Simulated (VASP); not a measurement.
# AlAs (zincblende type) (F-43m) in VASP: further runs

The runs below take AlAs (zincblende type) through single point, with LDA.

All numbers are computed with VASP 6.6.1; they aren't measurements. Logs are shortened: lines on timing, memory, paths and dates and some standing lists are left out, and cuts for length are marked.

### 1 The cell of the first run

It takes space group F-43m (No. 216, cubic). Conventional cell: a = 4.611 Å, b = 4.611 Å, c = 4.611 Å, α = 90.00°, β = 90.00°, γ = 90.00°. Within 2.6 Å of Al (site symmetry -43m) lie 4 As at 2.00 Å. As (site symmetry -43m) has 4 Al at 2.00 Å within 2.6 Å.

### 2 Single point, LDA (12.26 Å³/atom)

INCAR

```
SYSTEM = AlAs
PREC = Accurate
ENCUT = 500
EDIFF = 1E-6
ISMEAR = -1
SIGMA = 0.08
LREAL = .False.
LASPH = .True.
NELM = 120
ALGO = Normal
ISIF = 2
LWAVE = .False.
LCHARG = .True.
LELF = .True.
LVHAR = .True.
NBANDS = 11
GGA_COMPAT = .False.
```

KPOINTS

```
regular mesh
0
Gamma
  11 11 11
  0 0 0
```

POSCAR

```
AlAs
1.0
    0.0000000000      2.3057150120      2.3057150120
    2.3057150120      0.0000000000      2.3057150120
    2.3057150120      2.3057150120      0.0000000000
Al As
1 1
Direct
    0.0000000000      0.0000000000      0.0000000000
    0.2500000000      0.2500000000      0.2500000000
```

Potentials or basis: VASP PAW LDA potentials, release 64 (Al, As).

On the command line:

```bash
$ cat potpaw_LDA.64/Al/POTCAR potpaw_LDA.64/As/POTCAR > POTCAR
$ mpirun -np 1 vasp_std > vasp.out
```

OUTCAR:

```text
SYSTEM = AlAs
   PREC = Accurate
   ENCUT = 500
   EDIFF = 1E-6
   ISMEAR = -1
   LREAL = .False.
   LASPH = .True.
   NELM = 120
   ISIF = 2

 ion  position               nearest neighbor table
   1  0.000  0.000  0.000-   2 2.00   2 2.00   2 2.00   2 2.00
   2  0.250  0.250  0.250-   1 2.00   1 2.00   1 2.00   1 2.00

  LATTYP: Found a face centered cubic cell.
 ALAT       =     4.6114300240

  Lattice vectors:

 A1 = (   0.0000000000,   2.3057150120,   2.3057150120)
 A2 = (   2.3057150120,   0.0000000000,   2.3057150120)
 A3 = (   2.3057150120,   2.3057150120,   0.0000000000)

Analysis of symmetry for initial positions (statically):
=====================================================================
 Subroutine PRICEL returns:
 Original cell was already a primitive cell.

 Routine SETGRP: Setting up the symmetry group for a
 face centered cubic supercell.

 Subroutine GETGRP returns: Found 24 space group operations
 (whereof 24 operations were pure point group operations)
 out of a pool of 48 trial point group operations.

The static configuration has the point symmetry T_d .

Analysis of symmetry for dynamics (positions and initial velocities):
=====================================================================
 Subroutine PRICEL returns:
 Original cell was already a primitive cell.

 Routine SETGRP: Setting up the symmetry group for a
 face centered cubic supercell.

 Subroutine GETGRP returns: Found 24 space group operations
 (whereof 24 operations were pure point group operations)
 out of a pool of 48 trial point group operations.

The dynamic configuration has the point symmetry T_d .

 Subroutine INISYM returns: Found 24 space group operations
 (whereof 24 operations are pure point group operations),
 and found     1 'primitive' translations

----------------------------------------------------------------------------------------

                                     Primitive cell

  volume of cell :      24.5158

  direct lattice vectors                    reciprocal lattice vectors
     0.000000000  2.305715012  2.305715012    -0.216852472  0.216852472  0.216852472
     2.305715012  0.000000000  2.305715012     0.216852472 -0.216852472  0.216852472
     2.305715012  2.305715012  0.000000000     0.216852472  0.216852472 -0.216852472

  length of vectors
     3.260773441  3.260773441  3.260773441     0.375599499  0.375599499  0.375599499

  position of ions in fractional coordinates (direct lattice)
     0.000000000  0.000000000  0.000000000
     0.250000000  0.250000000  0.250000000

  ion indices of the primitive-cell ions
   primitive index   ion index
                 1           1
                 2           2

----------------------------------------------------------------------------------------

 KPOINTS: regular mesh

Automatic generation of k-mesh.
 Grid dimensions read from file:
 generate k-points for:   11   11   11

 Generating k-lattice:

  Cartesian coordinates                     Fractional coordinates (reciprocal lattice)
    -0.019713861  0.019713861  0.019713861     0.090909091  0.000000000  0.000000000
     0.019713861 -0.019713861  0.019713861     0.000000000  0.090909091  0.000000000
     0.019713861  0.019713861 -0.019713861     0.000000000  0.000000000  0.090909091

  Length of vectors
     0.034145409  0.034145409  0.034145409

  Shift w.r.t. Gamma in fractional coordinates (k-lattice)
     0.000000000  0.000000000  0.000000000

 Subroutine IBZKPT returns following result:
 ===========================================

 Found     56 irreducible k-points:

 Following reciprocal coordinates:
            Coordinates               Weight
  0.000000  0.000000  0.000000      1.000000
  0.090909  0.000000  0.000000      8.000000
  0.181818  0.000000  0.000000      8.000000
  0.272727  0.000000  0.000000      8.000000
  0.363636  0.000000  0.000000      8.000000
  0.454545  0.000000  0.000000      8.000000
[... 16 lines left out ...]
 -0.272727  0.181818  0.000000     24.000000
 -0.181818  0.181818  0.000000     12.000000
 [... further k-points ...]
   k-points           NKPTS =     56   k-points in BZ     NKDIM =     56   number of bands    NBANDS=     11
   number of dos      NEDOS =    301   number of ions     NIONS =      2
   total plane-waves  NPLWV =  13824
   dimension x,y,z NGX =    24 NGY =   24 NGZ =   24
   dimension x,y,z NGXF=    48 NGYF=   48 NGZF=   48
   ions per type =               1   1
   NGX,Y,Z   is equivalent  to a cutoff of  12.24, 12.24, 12.24 a.u.
   NGXF,Y,Z  is equivalent  to a cutoff of  24.47, 24.47, 24.47 a.u.
 SYSTEM =  AlAs
   PREC   = accura    normal or accurate (medium, high low for compatibility)
   ISTART =      0    job   : 0-new  1-cont  2-samecut
   ICHARG =      2    charge: 1-file 2-atom 10-const
   ISPIN  =      1    spin polarized calculation?
   LNONCOLLINEAR =      F non collinear calculations
   LSORBIT =      F    spin-orbit coupling
   LASPH  =      T    aspherical Exc in radial PAW
   ENCUT  =  500.0 eV  36.75 Ry    6.06 a.u.   5.95  5.95  5.95*2*pi/ulx,y,z
   NELM   =    120;   NELMIN=  2; NELMDL= -5     # of ELM steps
   EDIFF  = 0.1E-05   stopping-criterion for ELM
   LREAL  =      F    real-space projection
   EDIFFG = 0.1E-04   stopping-criterion for IOM
   NSW    =      0    number of steps for IOM
   IBRION =     -1    ionic relax: 0-MD 1-quasi-New 2-CG
   NFREE  =      0    steps in history (QN), initial steepest desc. (CG)
   ISIF   =      2    stress and relaxation
   ISYM   =      2    0-nonsym 1-usesym 2-fastsym
   POTIM  = 0.5000    time-step for ionic-motion
   TEBEG  =    0.0;   TEEND  =   0.0 temperature during run
   PSTRESS=    0.0 pullay stress
   NELECT =       8.0000    total number of electrons
   NUPDOWN=      -1.0000    fix difference up-down
   EMIN   =  10.00;   EMAX   =-10.00  energy-range for DOS
   EFERMI =   0.00;   METHOD = LEGACY
   ISMEAR =    -1;   SIGMA  =   0.08  broadening in eV -4-tet -1-fermi 0-gaus
   EFERMI_NEDOS =   21; number of points for ismear=-14 and -15
   IALGO  =     38    algorithm
   IMIX   =      4    mixing-type and parameters
     AMIX     =   0.40;   BMIX     =  1.00
     AMIX_MAG =   1.60;   BMIX_MAG =  1.00
  volume/ion in A,a.u.               =      12.26        82.72
  Fermi-wavevector in a.u.,A,eV,Ry     =   1.127083  2.129878 17.283697  1.270316
  Thomas-Fermi vector in A             =   2.263768
   LORBIT       =      0    0 simple, 1 ext, 2 COOP (PROOUT), +10 PAW based schemes
   GGA     = CA    functional components
   LHFCALC =     F    Hartree Fock is set to
   AEXX    =    0.0000 exact exchange contribution
   IVDW    =     0    specifies the selected vdW correction
   LEPSILON=     F    determine dielectric tensor
   LRPA    =     F    only Hartree local field effects (RPA)
 non-spin polarized calculation
  energy-cutoff  :      500.00
  volume of cell :       24.52
 maximum number of plane-waves:       632
   NGX = 11   NGY = 11   NGZ = 11

 number of electron       7.9999999 magnetization

 Free energy of the ion-electron system (eV)
  ---------------------------------------------------
  ext. energy  EPLUGINS =         0.00000000
  ---------------------------------------------------
  free energy    TOTEN  =        -4.62603216 eV

  energy without entropy =       -4.62292110  energy(sigma->0) =       -4.62447663

 E-fermi :  10.9749     XC(G=0): -11.8451

 val. band max:       10.9484868931   @ k =   0.0000   0.0000   0.0000
 cond. band min:      11.0970223946   @ k =  -0.4545   0.4545   0.0000
 fundamental gap:      0.1485355014
 Fermi energy:        10.9748523027

 k-point     1 :       0.0000    0.0000    0.0000
  band No.  band energies     occupation
      1      -5.7324      2.00000
      2      10.9485      1.16331
      3      10.9485      1.16331
      4      10.9485      1.16331
      5      16.4024      0.00000
      6      16.4024      0.00000
      7      16.4024      0.00000
      8      18.2312      0.00000
      9      21.1380      0.00000
     10      21.1380      0.00000
     11      23.6760      0.00000

 k-point     2 :       0.0909    0.0000    0.0000
  band No.  band energies     occupation
      1      -5.5752      2.00000
      2       9.8234      2.00000
      3      10.7993      1.79939
      4      10.7993      1.79939
      5      16.4911      0.00000
      6      16.6849      0.00000
      7      16.6849      0.00000
      8      19.0533      0.00000
      9      20.4098      0.00000
     10      20.4098      0.00000
     11      23.2982      0.00000

 k-point     3 :       0.1818    0.0000    0.0000
  band No.  band energies     occupation
      1      -5.1101      2.00000
      2       7.6118      2.00000
      3      10.4633      1.99666
      4      10.4633      1.99666
      5      16.2903      0.00000
      6      17.0799      0.00000
      7      17.0799      0.00000
      8      19.7730      0.00000
      9      19.7730      0.00000
     10      20.5372      0.00000
     11      22.9215      0.00000

 k-point     4 :       0.2727    0.0000    0.0000
  band No.  band energies     occupation
      1      -4.3621      2.00000
      2       5.2970      2.00000
      3      10.1157      1.99996
      4      10.1157      1.99996
      5      16.0082      0.00000
      6      16.7033      0.00000
      7      16.7033      0.00000
      8      20.4095      0.00000
      9      20.6255      0.00000
     10      20.6255      0.00000
     11      24.3538      0.00000
[... 239 lines left out ...]
 k-point    22 :      -0.3636    0.1818    0.0000
  band No.  band energies     occupation
      1      -2.3147      2.00000
      2       2.6777      2.00000
      3       6.7529      2.00000
      4       9.2383      2.00000
      5      14.3202      0.00000
      6      17.3576      0.00000
      7      18.2321      0.00000
      8      21.6641      0.00000
      9      22.1930      0.00000
     10      23.6415      0.00000
     11      26.1463      0.00000

 k-point    23 :      -0.2727    0.1818    0.0000
  band No.  band energies     occupation
      1      -3.2370      2.00000
      2       4.2442      2.00000
      3       6.7834      2.00000
      4       9.8350      2.00000
      5      15.1769      0.00000
      6      17.3165      0.00000
      7      18.1509      0.00000
      8      19.5997      0.00000
      9      20.8059      0.00000
     10      24.6315      0.00000
     11      27.1086      0.00000

 k-point    24 :      -0.1818    0.1818    0.0000
  band No.  band energies     occupation
      1      -4.1112      2.00000
      2       5.8857      2.00000
      3       7.4371      2.00000
      4      10.4184      1.99809
      5      16.2457      0.00000
      6      17.3074      0.00000
      7      17.8086      0.00000
      8      18.3718      0.00000
      9      19.5018      0.00000
     10      24.9307      0.00000
     11      25.4550      0.00000

 [... further k-points ...]

------------------------ aborting loop because EDIFF is reached ----------------------------------------

  FORCE on cell =-STRESS in cart. coord.  units (eV):
  Direction    XX          YY          ZZ          XY          YZ          ZX
  --------------------------------------------------------------------------------------
  -------------------------------------------------------------------------------------
  Total       23.3955579     23.3955579     23.3955579     -0.0000000      0.0000000      0.0000000
  in kB     1528.9634742   1528.9634742   1528.9634742     -0.0000000      0.0000000      0.0000000
  external PRESSURE =    1528.9634742 kB  Pullay stress =       0.0000000 kB

 VOLUME and BASIS-vectors are now :
 -----------------------------------------------------------------------------
  energy-cutoff  :      500.00
  volume of cell :       24.52
      direct lattice vectors                 reciprocal lattice vectors
     0.000000000  2.305715012  2.305715012    -0.216852472  0.216852472  0.216852472
     2.305715012  0.000000000  2.305715012     0.216852472 -0.216852472  0.216852472
     2.305715012  2.305715012  0.000000000     0.216852472  0.216852472 -0.216852472

 POSITION                                       TOTAL-FORCE (eV/Angst)
 -----------------------------------------------------------------------------------
      0.00000      0.00000      0.00000         0.000000      0.000000      0.000000
      1.15286      1.15286      1.15286        -0.000000     -0.000000     -0.000000
 -----------------------------------------------------------------------------------
    total drift:                                0.000000      0.000000      0.000000

  FREE ENERGIE OF THE ION-ELECTRON SYSTEM (eV)
  ---------------------------------------------------
  free  energy   TOTEN  =        -4.6260321620 eV

  energy  without entropy=       -4.6229211019  energy(sigma->0) =       -4.62447663
```

Wall time 6.6 s (1 thread of Intel Xeon Platinum 8259CL at 2.50GHz (Skylake/Cascade Lake), shared host); peak memory 0.13 GiB.

Results:

```
Free energy            : -4.6260 eV
Pressure               : 152.9 GPa
Band gap on the k mesh : zero (bands 4 and 5 overlap by 0.28 eV)
```

Levels at points of the mesh, in eV from the Fermi level:
| k point | band 1 | band 2 | band 3 | band 4 | band 5 | band 6 | band 7 | band 8 |
| --- | --- | --- | --- | --- | --- | --- | --- | --- |
| (0.00, 0.00, 0.00) | -16.71 | -0.03 | -0.03 | -0.03 | 5.43 | 5.43 | 5.43 | 7.26 |

Caveat: the cell stands under pressure; semilocal functionals underestimate gaps, and a narrow one can read as zero.

### 3 Single point, LDA (12.26 Å³/atom)

INCAR

```
ALGO = Normal
EDIFF = 1E-6
ENCUT = 500
GGA_COMPAT = False
ISIF = 2
ISMEAR = -1
LASPH = True
LCHARG = True
LELF = True
LREAL = False
LVHAR = True
LWAVE = False
NBANDS = 11
NELM = 120
PREC = Accurate
SIGMA = 0.08
```

KPOINTS

```
k-points
0
Gamma
  11 11 11
```

POSCAR is that of step 2.

Potentials or basis: VASP PAW LDA potentials, release 64 (Al, As).

On the command line:

```bash
$ cat potpaw_LDA.64/Al/POTCAR potpaw_LDA.64/As/POTCAR > POTCAR
$ mpirun -np 1 vasp_std > vasp.out
```

It took 6.6 s on 1 thread of Intel Xeon Platinum 8259CL at 2.50GHz (Skylake/Cascade Lake), shared host; peak memory 0.13 GiB.

Results (log left out):

| Quantity | Value |
| --- | --- |
| Free energy | -4.6260 eV |
| Pressure | 152.9 GPa |
| Band gap on the k mesh | zero (bands 4 and 5 overlap by 0.28 eV) |

Levels at points of the mesh, in eV from the Fermi level:
```
           k point  band 2  band 3  band 4  band 5  band 6  band 7
(0.00, 0.00, 0.00)   -0.03   -0.03   -0.03    5.43    5.43    5.43
```

Caveat: the cell stands under pressure; semilocal functionals underestimate gaps, and a narrow one can read as zero.

### 4 Single point, LDA (14.26 Å³/atom)

This run uses another cell than the first one, of 14.26 Å³/atom.

INCAR

```
SYSTEM = AlAs
ALGO = Normal ; EDIFF = 1E-6
ENCUT = 500 ; GGA_COMPAT = .False.
ISIF = 2 ; ISMEAR = -1
LASPH = .True. ; LCHARG = .False.
LREAL = .False. ; LWAVE = .False.
NBANDS = 11 ; NELM = 120
PREC = Accurate ; SIGMA = 0.08
```

KPOINTS

```
k-points
0
Gamma
  11 11 11
  0 0 0
```

POSCAR

```
AlAs
1.0
    0.0000000000      2.4251841544      2.4251841544
    2.4251841544      0.0000000000      2.4251841544
    2.4251841544      2.4251841544      0.0000000000
Al As
1 1
Direct
    0.0000000000      0.0000000000      0.0000000000
    0.2500000000      0.2500000000      0.2500000000
```

On the command line:

```bash
$ cat potpaw_LDA.64/Al/POTCAR potpaw_LDA.64/As/POTCAR > POTCAR
$ mpirun -np 1 vasp_std > vasp.out
```

Run time: 12 s. Hardware: 1 thread of Intel Xeon Platinum 8259CL at 2.50GHz (Skylake/Cascade Lake), shared host; peak memory 0.14 GiB.

It converged, with:

```yaml
Free_energy: -7.5324 eV
Pressure: 85.7 GPa
Band_gap_on_the_k_mesh: 0.26 eV (least direct gap 3.61 eV)
```

Levels at points of the mesh, in eV from the valence-band top:
```tsv
k point	band 2	band 3	band 4	band 5	band 6	band 7
(0.00, 0.00, 0.00)	0.00	0.00	0.00	5.11	5.11	5.11
```

Caveat: the cell stands under pressure; semilocal functionals underestimate gaps, and a narrow one can read as zero; an odd mesh through Γ misses points on the zone boundary, where band edges can lie.

(Part 1 of 2 ends here.)

The gap in the log of VASP goes by the Fermi energy; the results here count the filled bands.